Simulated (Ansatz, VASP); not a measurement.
## Two plane-wave programs on TePb

INCAR

```
  PREC = Accurate
  ENCUT = 520
  EDIFF = 1E-6
  ISMEAR = 0
  SIGMA = 0.02
  LREAL = F
  LASPH = T
  NELM = 60
  ALGO = Normal
  ISIF = 2
  LWAVE = F
  LCHARG = T
  GGA = PE
  LELF = T
  LVHAR = T
  NBANDS = 28
```

File KPOINTS:

```
regular mesh
0
Gamma
  6 6 4
```

File POSCAR:

```
TePb
1.0
    3.3833490587      3.3833490587      0.0000000000
   -3.2232118188      3.2232118188      0.0000000000
    0.0000000000      0.0000000000      6.5770426945
Te Pb
2 2
Direct
    0.0000000000      0.0000000000      0.0000000000
    0.5000000000      0.5000000000      0.5000000000
    0.5000000000      0.5000000000      0.0000000000
    0.0000000000      0.0000000000      0.5000000000
```

Input for Ansatz:

```yaml
crystal:
  lattice:
    - [3.3833490587, 3.3833490587, 0.0]
    - [-3.2232118188, 3.2232118188, 0.0]
    - [0.0, 0.0, 6.5770426945]
  atoms:
    - { symbol: Te, position: [0.0, 0.0, 0.0] }
    - { symbol: Te, position: [0.5, 0.5, 0.5] }
    - { symbol: Pb, position: [0.5, 0.5, 0.0] }
    - { symbol: Pb, position: [0.0, 0.0, 0.5] }
basis:
  ecutwfc: 420
kpoints:
  mp_grid: { grid: [6, 6, 4] }
  band_path: { path: [VBM, CBM], npoints: 2 }
hamiltonian:
  xc: pbe
scf:
  occupations: { method: gaussian, width: 0.02 }
output:
  forces: true
  stress: true
  eigenvalues: true
checkpoint:
  read: start.run
  write: ck
  compress: false
  write_wavefunctions: false
  write_every: 100000
```

Alike in both runs: task single point; functional PBE; k mesh 6 × 6 × 4; occupations gaussian, width 0.02 eV; no spin polarisation.

|  | VASP | Ansatz |
| --- | --- | --- |
| version | VASP 6.6.1 | Ansatz 0.2.0 |
| potentials or method | VASP PAW PBE potentials, release 64 (Te, Pb_d), cutoff 520 eV | scalar-relativistic, plane waves, PAW |
| valence electrons in the cell | 40 | 60 |

Ansatz gave:

* gap on the k mesh at the Fermi level (eV): 0.62
* least direct gap on the mesh (eV): 0.79
* pressure (GPa): -0.5
* traceless stress, the component that is largest in VASP (GPa): -0.69

Problem. Estimate VASP's values.

Solution. gap on the k mesh at the Fermi level (eV): 0.62; least direct gap on the mesh (eV): 0.80; pressure (GPa): -0.5; traceless stress, the component that is largest in VASP (GPa): -0.69.

VASP's potentials hold 40 valence electrons a cell and Ansatz's 60, so a difference there can come from the potentials and not from the codes.

Neither program's run includes spin-orbit coupling.
